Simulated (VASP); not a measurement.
# Ga (Fd-3m) in VASP: single point with PBE

Aim: the single point of Ga with PBE.

Everything below comes from runs of VASP 6.6.1. Logs are shortened: lines on timing, memory, paths and dates and some standing lists are left out, and cuts for length are marked.

## (1) The cell of the first run

The structure is cubic, space group Fd-3m (No. 227). The conventional cell has a = 5.880 Å, b = 5.880 Å, c = 5.880 Å, α = 90.00°, β = 90.00°, γ = 90.00°. Within 3.4 Å of Ga (site symmetry -43m) lie 4 Ga at 2.55 Å.

## (2) Single point, PBE

INCAR reads:

```
ALGO = Normal
EDIFF = 1E-6
ENCUT = 520
GGA = PE
ISIF = 2
ISMEAR = -1
LASPH = T
LCHARG = F
LREAL = F
LWAVE = F
NBANDS = 20
NELM = 80
PREC = Accurate
SIGMA = 0.13605693000000002
```

KPOINTS reads:

```
k-points
0
Gamma
  8 8 8
```

POSCAR reads:

```
Ga
1.0
    0.0000000000      2.9401471535      2.9401471535
    2.9401471535      0.0000000000      2.9401471535
    2.9401471535      2.9401471535      0.0000000000
Ga
2
Direct
    0.0000000000      0.0000000000      0.0000000000
    0.2500000000      0.2500000000      0.2500000000
```

Potentials or basis: VASP PAW PBE potentials, release 64 (Ga_d).

On the command line:

```sh
cat potpaw_PBE.64/Ga_d/POTCAR > POTCAR
mpirun -np 1 vasp_std > vasp.out
```

OUTCAR:

```text
EDIFF = 1E-6
   ENCUT = 520
   GGA = PE
   ISIF = 2
   ISMEAR = -1
   LASPH = T
   LREAL = F
   NELM = 80
   PREC = Accurate

 ion  position               nearest neighbor table
   1  0.000  0.000  0.000-   2 2.55   2 2.55   2 2.55   2 2.55
   2  0.250  0.250  0.250-   1 2.55   1 2.55   1 2.55   1 2.55

  LATTYP: Found a face centered cubic cell.
 ALAT       =     5.8802943070

  Lattice vectors:

 A1 = (   0.0000000000,   2.9401471535,   2.9401471535)
 A2 = (   2.9401471535,   0.0000000000,   2.9401471535)
 A3 = (   2.9401471535,   2.9401471535,   0.0000000000)

Analysis of symmetry for initial positions (statically):
=====================================================================
 Subroutine PRICEL returns:
 Original cell was already a primitive cell.

 Routine SETGRP: Setting up the symmetry group for a
 face centered cubic supercell.

 Subroutine GETGRP returns: Found 48 space group operations
 (whereof 24 operations were pure point group operations)
 out of a pool of 48 trial point group operations.

The static configuration has the point symmetry T_d .
 The point group associated with its full space group is O_h .

Analysis of symmetry for dynamics (positions and initial velocities):
=====================================================================
 Subroutine PRICEL returns:
 Original cell was already a primitive cell.

 Routine SETGRP: Setting up the symmetry group for a
 face centered cubic supercell.

 Subroutine GETGRP returns: Found 48 space group operations
 (whereof 24 operations were pure point group operations)
 out of a pool of 48 trial point group operations.

The dynamic configuration has the point symmetry T_d .
 The point group associated with its full space group is O_h .

 Subroutine INISYM returns: Found 48 space group operations
 (whereof 24 operations are pure point group operations),
 and found     1 'primitive' translations

----------------------------------------------------------------------------------------

                                     Primitive cell

  volume of cell :      50.8320

  direct lattice vectors                    reciprocal lattice vectors
     0.000000000  2.940147153  2.940147153    -0.170059515  0.170059515  0.170059515
     2.940147153  0.000000000  2.940147153     0.170059515 -0.170059515  0.170059515
     2.940147153  2.940147153  0.000000000     0.170059515  0.170059515 -0.170059515

  length of vectors
     4.157995980  4.157995980  4.157995980     0.294551721  0.294551721  0.294551721

  position of ions in fractional coordinates (direct lattice)
     0.000000000  0.000000000  0.000000000
     0.250000000  0.250000000  0.250000000

  ion indices of the primitive-cell ions
   primitive index   ion index
                 1           1
                 2           2

----------------------------------------------------------------------------------------

 KPOINTS: k-points

Automatic generation of k-mesh.
 Grid dimensions read from file:
 generate k-points for:    8    8    8

 Generating k-lattice:

  Cartesian coordinates                     Fractional coordinates (reciprocal lattice)
    -0.021257439  0.021257439  0.021257439     0.125000000  0.000000000  0.000000000
     0.021257439 -0.021257439  0.021257439     0.000000000  0.125000000  0.000000000
     0.021257439  0.021257439 -0.021257439     0.000000000  0.000000000  0.125000000

  Length of vectors
     0.036818965  0.036818965  0.036818965

  Shift w.r.t. Gamma in fractional coordinates (k-lattice)
     0.000000000  0.000000000  0.000000000

 Subroutine IBZKPT returns following result:
 ===========================================

 Found     29 irreducible k-points:

 Following reciprocal coordinates:
            Coordinates               Weight
  0.000000  0.000000  0.000000      1.000000
  0.125000  0.000000  0.000000      8.000000
  0.250000  0.000000  0.000000      8.000000
  0.375000  0.000000  0.000000      8.000000
  0.500000  0.000000  0.000000      4.000000
  0.125000  0.125000  0.000000      6.000000
[... 16 lines left out ...]
  0.500000  0.250000  0.125000     48.000000
 -0.375000  0.250000  0.125000     24.000000
 [... further k-points ...]
   k-points           NKPTS =     29   k-points in BZ     NKDIM =     29   number of bands    NBANDS=     20
   number of dos      NEDOS =    301   number of ions     NIONS =      2
   total plane-waves  NPLWV =  32768
   dimension x,y,z NGX =    32 NGY =   32 NGZ =   32
   dimension x,y,z NGXF=    64 NGYF=   64 NGZF=   64
   ions per type =               2
   NGX,Y,Z   is equivalent  to a cutoff of  12.79, 12.79, 12.79 a.u.
   NGXF,Y,Z  is equivalent  to a cutoff of  25.59, 25.59, 25.59 a.u.
 SYSTEM =  unknown system
   PREC   = accura    normal or accurate (medium, high low for compatibility)
   ISTART =      0    job   : 0-new  1-cont  2-samecut
   ICHARG =      2    charge: 1-file 2-atom 10-const
   ISPIN  =      1    spin polarized calculation?
   LNONCOLLINEAR =      F non collinear calculations
   LSORBIT =      F    spin-orbit coupling
   LASPH  =      T    aspherical Exc in radial PAW
   ENCUT  =  520.0 eV  38.22 Ry    6.18 a.u.   7.73  7.73  7.73*2*pi/ulx,y,z
   NELM   =     80;   NELMIN=  2; NELMDL= -5     # of ELM steps
   EDIFF  = 0.1E-05   stopping-criterion for ELM
   LREAL  =      F    real-space projection
   EDIFFG = 0.1E-04   stopping-criterion for IOM
   NSW    =      0    number of steps for IOM
   IBRION =     -1    ionic relax: 0-MD 1-quasi-New 2-CG
   NFREE  =      0    steps in history (QN), initial steepest desc. (CG)
   ISIF   =      2    stress and relaxation
   ISYM   =      2    0-nonsym 1-usesym 2-fastsym
   POTIM  = 0.5000    time-step for ionic-motion
   TEBEG  =    0.0;   TEEND  =   0.0 temperature during run
   PSTRESS=    0.0 pullay stress
   NELECT =      26.0000    total number of electrons
   NUPDOWN=      -1.0000    fix difference up-down
   EMIN   =  10.00;   EMAX   =-10.00  energy-range for DOS
   EFERMI =   0.00;   METHOD = LEGACY
   ISMEAR =    -1;   SIGMA  =   0.14  broadening in eV -4-tet -1-fermi 0-gaus
   EFERMI_NEDOS =   21; number of points for ismear=-14 and -15
   IALGO  =     38    algorithm
   IMIX   =      4    mixing-type and parameters
     AMIX     =   0.40;   BMIX     =  1.00
     AMIX_MAG =   1.60;   BMIX_MAG =  1.00
  volume/ion in A,a.u.               =      25.42       171.52
  Fermi-wavevector in a.u.,A,eV,Ry     =   1.309243  2.474110 23.321976  1.714117
  Thomas-Fermi vector in A             =   2.439855
   LORBIT       =      0    0 simple, 1 ext, 2 COOP (PROOUT), +10 PAW based schemes
   GGA     = PE    functional components
   LHFCALC =     F    Hartree Fock is set to
   AEXX    =    0.0000 exact exchange contribution
   IVDW    =     0    specifies the selected vdW correction
   LEPSILON=     F    determine dielectric tensor
   LRPA    =     F    only Hartree local field effects (RPA)
 non-spin polarized calculation
  energy-cutoff  :      520.00
  volume of cell :       50.83
 maximum number of plane-waves:      1384
   NGX = 15   NGY = 15   NGZ = 15

 number of electron      26.0000010 magnetization

 Free energy of the ion-electron system (eV)
  ---------------------------------------------------
  ext. energy  EPLUGINS =         0.00000000
  ---------------------------------------------------
  free energy    TOTEN  =        -5.29265223 eV

  energy without entropy =       -5.21081222  energy(sigma->0) =       -5.25173223

 E-fermi :   2.5758     XC(G=0):  -9.2941

 val. band max:        2.5501438621   @ k =  -0.3750   0.3750   0.0000
 cond. band min:       2.6007719627   @ k =   0.5000   0.1250   0.0000
 fundamental gap:      0.0506281006
 Fermi energy:         2.5757732349

 k-point     1 :       0.0000    0.0000    0.0000
  band No.  band energies     occupation
      1     -12.1914      2.00000
      2     -12.1914      2.00000
      3     -12.1914      2.00000
      4     -12.1511      2.00000
      5     -12.1511      2.00000
      6     -11.8482      2.00000
[... 12 lines left out ...]
     19      10.2108      0.00000
     20      13.6024      0.00000

 k-point     2 :       0.1250    0.0000    0.0000
  band No.  band energies     occupation
      1     -12.2049      2.00000
      2     -12.2049      2.00000
      3     -12.1885      2.00000
      4     -12.1315      2.00000
      5     -12.1315      2.00000
      6     -11.8576      2.00000
[... 12 lines left out ...]
     19      11.2201      0.00000
     20      12.4971      0.00000

 k-point     3 :       0.2500    0.0000    0.0000
  band No.  band energies     occupation
      1     -12.2181      2.00000
      2     -12.2181      2.00000
      3     -12.1818      2.00000
      4     -12.1060      2.00000
      5     -12.1060      2.00000
      6     -11.8707      2.00000
[... 12 lines left out ...]
     19      11.6045      0.00000
     20      12.2883      0.00000

 k-point     4 :       0.3750    0.0000    0.0000
  band No.  band energies     occupation
      1     -12.2220      2.00000
      2     -12.2220      2.00000
      3     -12.1751      2.00000
      4     -12.0938      2.00000
      5     -12.0938      2.00000
      6     -11.8814      2.00000
[... 12 lines left out ...]
     19      12.7171      0.00000
     20      13.5184      0.00000

 k-point     5 :       0.5000    0.0000    0.0000
  band No.  band energies     occupation
      1     -12.2219      2.00000
      2     -12.2219      2.00000
      3     -12.1723      2.00000
      4     -12.0918      2.00000
      5     -12.0918      2.00000
      6     -11.8874      2.00000
[... 12 lines left out ...]
     19      14.6096      0.00000
     20      15.1575      0.00000
[... 353 lines left out ...]
      6     -11.9676      2.00000
[... 12 lines left out ...]
     19      15.9601      0.00000
     20      15.9601      0.00000

 k-point    22 :       0.3750    0.2500    0.1250
  band No.  band energies     occupation
      1     -12.2353      2.00000
      2     -12.2247      2.00000
      3     -12.1739      2.00000
      4     -12.0952      2.00000
      5     -12.0492      2.00000
      6     -11.9598      2.00000
[... 12 lines left out ...]
     19      12.3467      0.00000
     20      13.9799      0.00000

 k-point    23 :       0.5000    0.2500    0.1250
  band No.  band energies     occupation
      1     -12.2477      2.00000
      2     -12.2360      2.00000
      3     -12.1452      2.00000
      4     -12.0746      2.00000
      5     -12.0313      2.00000
      6     -11.9699      2.00000
[... 12 lines left out ...]
     19      13.4896      0.00000
     20      13.7378      0.00000

 k-point    24 :      -0.3750    0.2500    0.1250
  band No.  band energies     occupation
      1     -12.2547      2.00000
      2     -12.2372      2.00000
      3     -12.1327      2.00000
      4     -12.0596      2.00000
      5     -12.0343      2.00000
      6     -11.9620      2.00000
[... 12 lines left out ...]
     19      11.9429      0.00000
     20      14.4330      0.00000

 [... further k-points ...]
[... 5 lines left out ...]
  --------------------------------------------------------------------------------------
  -------------------------------------------------------------------------------------
  Total        0.0635821      0.0635821      0.0635821     -0.0000000     -0.0000000     -0.0000000
  in kB        2.0040480      2.0040480      2.0040480     -0.0000000     -0.0000000     -0.0000000
  external PRESSURE =       2.0040480 kB  Pullay stress =       0.0000000 kB

 VOLUME and BASIS-vectors are now :
 -----------------------------------------------------------------------------
  energy-cutoff  :      520.00
  volume of cell :       50.83
      direct lattice vectors                 reciprocal lattice vectors
     0.000000000  2.940147153  2.940147153    -0.170059515  0.170059515  0.170059515
     2.940147153  0.000000000  2.940147153     0.170059515 -0.170059515  0.170059515
     2.940147153  2.940147153  0.000000000     0.170059515  0.170059515 -0.170059515

 POSITION                                       TOTAL-FORCE (eV/Angst)
 -----------------------------------------------------------------------------------
      0.00000      0.00000      0.00000         0.000000      0.000000      0.000000
      1.47007      1.47007      1.47007        -0.000000     -0.000000     -0.000000
 -----------------------------------------------------------------------------------
    total drift:                               -0.000000      0.000000      0.000000

  FREE ENERGIE OF THE ION-ELECTRON SYSTEM (eV)
  ---------------------------------------------------
  free  energy   TOTEN  =        -5.2926522343 eV

  energy  without entropy=       -5.2108122180  energy(sigma->0) =       -5.25173223
```

Wall time 44 s (1 thread of AMD EPYC 7R13, shared host); peak memory 0.15 GiB.

What came out:

- Free energy: -5.2927 eV
- Pressure: 0.2 GPa
- Band gap on the k mesh: zero (band 13 reaches 5.30 eV, above the bottom of band 14 at 1.15 eV)

Levels at points of the mesh, in eV from the Fermi level:
```
           k point  band 9  band 10  band 11  band 12  band 13  band 14  band 15  band 16  band 17  band 18
(0.00, 0.00, 0.00)  -14.37   -14.37    -9.31     2.73     2.73     2.73     3.37     4.76     4.76     4.76
(0.50, 0.00, 0.00)  -14.35   -14.35    -7.17    -4.60     1.27     1.27     2.86     5.73     5.73     8.12
(0.50, 0.50, 0.00)  -14.33   -14.33    -5.50    -5.50    -0.48    -0.48     2.78     2.78    11.67    11.67
```
